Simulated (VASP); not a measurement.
# HfSn3Te8 (P-3m1) in VASP: single point with PBE

Aim: the single point of HfSn3Te8 with PBE.

Everything below comes from runs of VASP 6.6.1. Logs are shortened: lines on timing, memory, paths and dates and some standing lists are left out, and cuts for length are marked.

### Step 1. The cell of the first run

It takes space group P-3m1 (No. 164, trigonal). Conventional cell: a = 8.276 Å, b = 8.276 Å, c = 6.968 Å, α = 90.00°, β = 90.00°, γ = 120.00°. Hf (site symmetry -3m) has 6 Te at 2.90 Å within 3.8 Å. Sn (site symmetry 2/m) has 6 Te at 2.98 to 3.02 Å within 3.9 Å. Within 3.8 Å of Te (site symmetry m) lie 1 Hf at 2.90 Å and 2 Sn at 3.02 Å. Within 3.9 Å of Te (site symmetry 3m) lie 3 Sn at 2.98 Å.

### Step 2. Single point, PBE

POSCAR reads:

```
HfSn3Te8
1.0
    8.2758220128      0.0000000000      0.0000000000
   -4.1379110064      7.1670721003      0.0000000000
    0.0000000000      0.0000000000      6.9680885672
Hf Sn Te
1 3 8
Direct
    0.0000000000      0.0000000000      0.0000000000
    0.0000000000      0.5000000000      0.0000000000
    0.5000000000      0.0000000000      0.0000000000
    0.5000000000      0.5000000000      0.0000000000
    0.1600798827      0.3201597655      0.2548777312
    0.1600798827      0.8399201173      0.2548777312
    0.6666666667      0.3333333333      0.2552226364
    0.6798402345      0.8399201173      0.2548777312
    0.3201597655      0.1600798827      0.7451222688
    0.3333333333      0.6666666667      0.7447773636
    0.8399201173      0.1600798827      0.7451222688
    0.8399201173      0.6798402345      0.7451222688
```

INCAR.step1 reads:

```
SYSTEM = HfSn3Te8
PREC     = Accurate       ! precision mode
ENCUT    = 520            ! plane-wave cutoff, eV
EDIFF    = 1E-7           ! SCF threshold, eV
ISMEAR   = 0              ! smearing method
SIGMA    = 0.1            ! smearing width, eV
LREAL    = .False.        ! projectors in reciprocal space
LASPH    = .True.         ! aspherical terms in the spheres
NELM     = 100            ! most SCF steps
ALGO     = Fast           ! electronic algorithm
ISIF     = 2              ! what is computed and relaxed
LWAVE    = .False.        ! write WAVECAR
LCHARG   = .True.         ! write CHGCAR
LMAXMIX  = 4              ! l up to which the mixer works
GGA      = PE             ! functional
NBANDS   = 62             ! bands
```

KPOINTS.step1 reads:

```
Automatic mesh
0
Gamma
  6 6 6
  0 0 0
```

INCAR.step2 reads:

```
SYSTEM = HfSn3Te8
PREC     = Accurate       ! precision mode
ENCUT    = 520            ! plane-wave cutoff, eV
EDIFF    = 1E-7           ! SCF threshold, eV
ISMEAR   = -5             ! smearing method
SIGMA    = 0.1            ! smearing width, eV
LREAL    = .False.        ! projectors in reciprocal space
LASPH    = .True.         ! aspherical terms in the spheres
NELM     = 100            ! most SCF steps
ALGO     = Fast           ! electronic algorithm
ISIF     = 2              ! what is computed and relaxed
LWAVE    = .False.        ! write WAVECAR
LCHARG   = .False.        ! write CHGCAR
LMAXMIX  = 4              ! l up to which the mixer works
GGA      = PE             ! functional
LORBIT   = 11             ! projections on sites
NBANDS   = 62             ! bands
NEDOS    = 2001           ! points of the DOS
ICHARG   = 11             ! starting density
```

KPOINTS.step2 reads:

```
Automatic mesh
0
Gamma
  9 9 9
  0 0 0
```

Potentials or basis: VASP PAW PBE potentials, release 64 (Hf_pv, Sn_d, Te).

The run is started by

```
> cat potpaw_PBE.64/Hf_pv/POTCAR potpaw_PBE.64/Sn_d/POTCAR potpaw_PBE.64/Te/POTCAR > POTCAR
> cp INCAR.step1 INCAR
> cp KPOINTS.step1 KPOINTS
> mpirun -np 1 vasp_std > vasp.out
> cp INCAR.step2 INCAR
> cp KPOINTS.step2 KPOINTS
> mpirun -np 1 vasp_std > vasp.out
```

OUTCAR:

```text
SYSTEM = HfSn3Te8
   PREC = Accurate
   ENCUT = 520
   EDIFF = 1E-7
   ISMEAR = -5
   LREAL = .False.
   LASPH = .True.
   NELM = 100
   ISIF = 2
   GGA = PE
   LORBIT = 11
   ICHARG = 11

 ion  position               nearest neighbor table
   1  0.000  0.000  0.000-   6 2.90  11 2.90   9 2.90   8 2.90   5 2.90  12 2.90
   2  0.000  0.500  0.000-   7 2.98  10 2.98   5 3.02  12 3.02  11 3.02   6 3.02
   3  0.500  0.000  0.000-   7 2.98  10 2.98   9 3.02   8 3.02   6 3.02  11 3.02
   4  0.500  0.500  0.000-   7 2.98  10 2.98   5 3.02  12 3.02   8 3.02   9 3.02
   5  0.160  0.320  0.255-   1 2.90   2 3.02   4 3.02
   6  0.160  0.840  0.255-   1 2.90   3 3.02   2 3.02
   7  0.667  0.333  0.255-   2 2.98   3 2.98   4 2.98
   8  0.680  0.840  0.255-   1 2.90   3 3.02   4 3.02
   9  0.320  0.160  0.745-   1 2.90   3 3.02   4 3.02
  10  0.333  0.667  0.745-   2 2.98   3 2.98   4 2.98
  11  0.840  0.160  0.745-   1 2.90   3 3.02   2 3.02
  12  0.840  0.680  0.745-   1 2.90   2 3.02   4 3.02

  LATTYP: Found a hexagonal cell.
 ALAT       =     8.2758220128
 C/A-ratio  =     0.8419814438

  Lattice vectors:

 A1 = (   8.2758220128,   0.0000000000,   0.0000000000)
 A2 = (  -4.1379110064,   7.1670721003,   0.0000000000)
 A3 = (   0.0000000000,   0.0000000000,   6.9680885672)

Analysis of symmetry for initial positions (statically):
=====================================================================
 Subroutine PRICEL returns:
 Original cell was already a primitive cell.

 Routine SETGRP: Setting up the symmetry group for a
 hexagonal supercell.

 Subroutine GETGRP returns: Found 12 space group operations
 (whereof 12 operations were pure point group operations)
 out of a pool of 24 trial point group operations.

The static configuration has the point symmetry D_3d.

Analysis of symmetry for dynamics (positions and initial velocities):
=====================================================================
 Subroutine PRICEL returns:
 Original cell was already a primitive cell.

 Routine SETGRP: Setting up the symmetry group for a
 hexagonal supercell.

 Subroutine GETGRP returns: Found 12 space group operations
 (whereof 12 operations were pure point group operations)
 out of a pool of 24 trial point group operations.

The dynamic configuration has the point symmetry D_3d.

 Subroutine INISYM returns: Found 12 space group operations
 (whereof 12 operations are pure point group operations),
 and found     1 'primitive' translations

[... 146 lines left out ...]
   LRPA    =     F    only Hartree local field effects (RPA)
 non-spin polarized calculation
 RMM-DIIS sequential band-by-band and
 Fermi weights with tetrahedron method with Bloechl corrections
  energy-cutoff  :      520.00
  volume of cell :      413.30
 maximum number of plane-waves:     11180
 NGX is ok and might be reduce to    64

 number of electron      99.9999987 magnetization

 Free energy of the ion-electron system (eV)
  ---------------------------------------------------
  ext. energy  EPLUGINS =         0.00000000
  ---------------------------------------------------
  free energy    TOTEN  =       -49.54006222 eV

  energy without entropy =      -49.54006222  energy(sigma->0) =      -49.54006222

 E-fermi :   4.6747     XC(G=0):  -8.9284

 val. band max:        4.6860254450   @ k =   0.0000   0.3333   0.2222
 cond. band min:       4.6750504164   @ k =   0.0000   0.2222   0.2222
 fundamental gap:     -0.0109750286
 Fermi energy:         4.6747383407

 k-point     1 :       0.0000    0.0000    0.0000
  band No.  band energies     occupation
      1     -26.5385      2.00000
      2     -26.5385      2.00000
      3     -26.4971      2.00000
      4     -16.7377      2.00000
      5     -16.7308      2.00000
      6     -16.7308      2.00000
[... 1549 lines left out ...]
     61       8.5789      0.00000
     62       8.6516      0.00000

 [... further k-points ...]

------------------------ aborting loop because EDIFF is reached ----------------------------------------

  FORCE on cell =-STRESS in cart. coord.  units (eV):
  Direction    XX          YY          ZZ          XY          YZ          ZX
  --------------------------------------------------------------------------------------
  -------------------------------------------------------------------------------------
  Total       -0.2594356     -0.2594356     -0.3762690      0.0000000      0.0000000      0.0000000
  in kB       -1.0057117     -1.0057117     -1.4586208      0.0000000      0.0000000      0.0000000
  external PRESSURE =      -1.1566814 kB  Pullay stress =       0.0000000 kB

 VOLUME and BASIS-vectors are now :
 -----------------------------------------------------------------------------
  energy-cutoff  :      520.00
  volume of cell :      413.30
      direct lattice vectors                 reciprocal lattice vectors
     8.275822013  0.000000000  0.000000000     0.120833918  0.069763495  0.000000000
    -4.137911006  7.167072100  0.000000000     0.000000000  0.139526990  0.000000000
     0.000000000  0.000000000  6.968088567     0.000000000  0.000000000  0.143511379

 POSITION                                       TOTAL-FORCE (eV/Angst)
 -----------------------------------------------------------------------------------
      0.00000      0.00000      0.00000         0.000000      0.000000     -0.000000
     -2.06896      3.58354      0.00000         0.000000      0.000000     -0.000000
      4.13791      0.00000      0.00000         0.000000      0.000000     -0.000000
      2.06896      3.58354      0.00000         0.000000      0.000000     -0.000000
     -0.00000      2.29461      1.77601        -0.000000     -0.015166     -0.001361
     -2.15072      6.01977      1.77601        -0.013135      0.007583     -0.001361
      4.13791      2.38902      1.77841         0.000000     -0.000000      0.000094
      2.15072      6.01977      1.77601         0.013135      0.007583     -0.001361
      1.98719      1.14730      5.19208        -0.013135     -0.007583      0.001361
     -0.00000      4.77805      5.18967         0.000000      0.000000     -0.000094
      6.28863      1.14730      5.19208         0.013135     -0.007583      0.001361
      4.13791      4.87246      5.19208         0.000000      0.015166      0.001361
 -----------------------------------------------------------------------------------
    total drift:                               -0.000000      0.000000      0.000000

  FREE ENERGIE OF THE ION-ELECTRON SYSTEM (eV)
  ---------------------------------------------------
  free  energy   TOTEN  =       -49.5400622226 eV

  energy  without entropy=      -49.5400622226  energy(sigma->0) =      -49.54006222

 total charge

# of ion       s       p       d       tot
------------------------------------------
    1        0.316   6.417   1.384   8.117
    2        1.162   0.922  10.029  12.113
    3        1.162   0.922  10.029  12.113
    4        1.162   0.922  10.029  12.113
    5        1.391   1.962   0.024   3.378
    6        1.391   1.962   0.024   3.378
    7        1.404   1.906   0.024   3.334
    8        1.391   1.962   0.024   3.378
    9        1.391   1.962   0.024   3.378
   10        1.404   1.906   0.024   3.334
   11        1.391   1.962   0.024   3.378
   12        1.391   1.962   0.024   3.378
--------------------------------------------------
tot         14.957  24.767  31.667  71.391
```

OUTCAR.step1:

```text
SYSTEM = HfSn3Te8
   PREC = Accurate
   ENCUT = 520
   EDIFF = 1E-7
   ISMEAR = 0
   LREAL = .False.
   LASPH = .True.
   NELM = 100
[... 1824 lines left out ...]
     -0.00000      4.77805      5.18967         0.000000     -0.000000     -0.002020
      6.28863      1.14730      5.19208         0.015317     -0.008843      0.006951
      4.13791      4.87246      5.19208         0.000000      0.017687      0.006951
 -----------------------------------------------------------------------------------
    total drift:                               -0.000000      0.000000      0.000000

  FREE ENERGIE OF THE ION-ELECTRON SYSTEM (eV)
  ---------------------------------------------------
  free  energy   TOTEN  =       -49.5621334093 eV

  energy  without entropy=      -49.5267510753  energy(sigma->0) =      -49.54444224
```

It took 59 min on 1 thread of Oxide Virtual Turin-like, shared host; peak memory 1.7 GiB.

Results:

```yaml
Valence_electrons_inside_the_program's_atomic_spheres: Hf 8.12; Sn 12.11; Te 3.38, 3.33 (each value once)
```

Caveat: spin-orbit coupling is left out, which moves the levels of the heavy elements; this functional lacks dispersion, which binds layers or chains, so the pressure and a relaxed spacing across them are unreliable.
